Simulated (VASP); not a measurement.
Here is a VASP 6.6.1 calculation.

INCAR

```
  ALGO = Normal
  EDIFF = 1E-6
  ENCUT = 600
  GGA = PE
  GGA_COMPAT = False
  ISIF = 2
  ISMEAR = 0
  LASPH = True
  LCHARG = False
  LREAL = False
  LWAVE = False
  NBANDS = 26
  NELM = 120
  PREC = Accurate
  SIGMA = 0.15
```

KPOINTS

```
k-points
0
Gamma
  3 3 3
```

File POSCAR:

```
Be2WN3
1.0
    2.9755146901      0.0000000000     -0.7204391258
    0.0000000000      5.1958860836      0.0000000000
   -2.0579984847      0.0000000000      4.4988811963
Be W N
2 1 3
Direct
    0.0000000000      0.5000000000      0.5000000000
    0.0000000000      0.0000000000      0.0000000000
    0.0000000000      0.0000000000      0.5000000000
    0.5000000000      0.5000000000      0.5000000000
    0.5000000000      0.8398205009      0.0000000000
    0.5000000000      0.1601794991      0.0000000000
```

Potentials or basis: VASP PAW PBE potentials, release 64 (Be, W_sv, N).

The run is started by

```bash
$ cat potpaw_PBE.64/Be/POTCAR potpaw_PBE.64/W_sv/POTCAR potpaw_PBE.64/N/POTCAR > POTCAR
$ mpirun -np 1 vasp_std > vasp.out
```

Predict the largest force.

0.086 eV/Å.

Estimate the pressure.

0.2 GPa.

What does it give for the band gap on the k mesh?

Zero (an odd number of electrons rules out a gap without spin polarisation).

Stress tensor (GPa, compression positive):
```
-0.02  0.00  0.00
 0.00  0.40  0.00
 0.00  0.00  0.36
```

Caveat: the k points lie up to 0.68 Å⁻¹ apart, too coarse for converged energies and pressures of a metal; spin-orbit coupling is left out, which moves the levels of the heavy elements.
